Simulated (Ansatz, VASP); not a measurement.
## Cr: VASP beside Ansatz

Contents of INCAR:

```
SYSTEM = Cr
ALGO     = Normal         ! electronic algorithm
EDIFF    = 1E-7           ! SCF threshold, eV
ENCUT    = 520            ! plane-wave cutoff, eV
GGA      = RP             ! functional
ISIF     = 2              ! what is computed and relaxed
ISMEAR   = -1             ! smearing method
LASPH    = .True.         ! aspherical terms in the spheres
LCHARG   = .False.        ! write CHGCAR
LREAL    = .False.        ! projectors in reciprocal space
LWAVE    = .False.        ! write WAVECAR
NBANDS   = 32             ! bands
NELM     = 60             ! most SCF steps
PREC     = Accurate       ! precision mode
SIGMA    = 0.1            ! smearing width, eV
```

The input KPOINTS:

```
k-points
0
Gamma
  19 19 5
  0 0 0
```

The input POSCAR:

```
Cr
1.0
    2.5850124480      0.0000000000      0.0000000000
   -1.2925062240      2.2386864490      0.0000000000
    0.0000000000      0.0000000000      9.0842839165
Cr
4
Direct
    1.0000000000      1.0000000000      1.0000000000
    0.0000000000      0.0000000000      0.5000000000
    0.3333333333      0.6666666667      0.2500000000
    0.6666666667      0.3333333333      0.7500000000
```

Input for Ansatz:

```yaml
crystal:
  lattice:
    - [2.585012448, 0.0, 0.0]
    - [-1.292506224, 2.238686449, 0.0]
    - [0.0, 0.0, 9.0842839165]
  atoms:
    - { symbol: Cr, position: [1.0, 1.0, 1.0] }
    - { symbol: Cr, position: [0.0, 0.0, 0.5] }
    - { symbol: Cr, position: [0.3333333333, 0.6666666667, 0.25] }
    - { symbol: Cr, position: [0.6666666667, 0.3333333333, 0.75] }
hamiltonian:
  xc: rpbe
  pseudopotentials:
    kind: paw
    azcp:
      Cr: "pseudopotentials/Cr.paw.azcp"
basis:
  ecutwfc: 420
  fft_grid_basis: typed
kpoints:
  mp_grid: { grid: [19, 19, 5], shift: [0, 0, 0] }
magnetization:
  spin_polarized: false
scf:
  occupations: { method: fermi_dirac, width: 0.1 }
output:
  stress: true
```

Alike in both runs: task single point; functional RPBE; k mesh 19 × 19 × 5; occupations fermi-dirac, width 0.1 eV; no spin polarisation.

|  | VASP | Ansatz |
| --- | --- | --- |
| version | VASP 6.6.1 | Ansatz 0.2.0 |
| potentials or method | VASP PAW PBE potentials, release 64 (Cr_pv), cutoff 520 eV | plane waves (420 eV) with PAW, scalar-relativistic |
| valence electrons in the cell | 48 | 56 |

```csv
,VASP,Ansatz,Ansatz less VASP
pressure (GPa),-14.7,-14.5,+0.22
"traceless stress, the component that is largest in VASP (GPa)",0.90,0.84,-0.065
```

VASP's potentials were made for PBE, not for RPBE. The functional is the same, so the differences come from potentials, cutoffs and numerics. VASP's potentials hold 48 valence electrons a cell and Ansatz's 56, so a difference there can come from the potentials and not from the codes.
